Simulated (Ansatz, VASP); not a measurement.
# Two plane-wave programs on MgSi

```xyz
4
Lattice="2.0189 -5.0196 0.0000 2.0189 5.0196 0.0000 0.0000 0.0000 3.6419" Properties=species:S:1:pos:R:3 pbc="T T T"
Mg    2.0189   -1.4894    0.9105
Mg    2.0189    1.4894    2.7314
Si    2.0189   -4.2427    0.9105
Si    2.0189    4.2427    2.7314
```

Alike in both runs: functional PBEsol; k mesh 12 × 12 × 12; occupations gaussian, width 0.1 eV; no spin polarisation.

Ansatz relaxed the structure, and its values are those at the end. VASP's run is a single point on that final structure, the one shown.

```csv
,VASP,Ansatz
version,VASP 6.6.1,Ansatz 0.2.0
potentials or method,"VASP PAW PBE potentials, release 64 (Mg, Si), cutoff 520 eV","scalar-relativistic, plane waves, PAW"
valence electrons in the cell,12,28
```

|  | VASP | Ansatz | Ansatz less VASP |
| --- | --- | --- | --- |
| gap on the k mesh at the Fermi level (eV) | none | none | - |
| pressure (GPa) | 0.0 | 0.0 | +0.05 |

VASP's potentials were made for PBE, not for PBEsol. A gap of «none» marks a metal or a gap that the smearing closes. The functional is the same, so the differences come from potentials, cutoffs and numerics. VASP's potentials hold 12 valence electrons a cell and Ansatz's 28, so a difference there can come from the potentials and not from the codes.
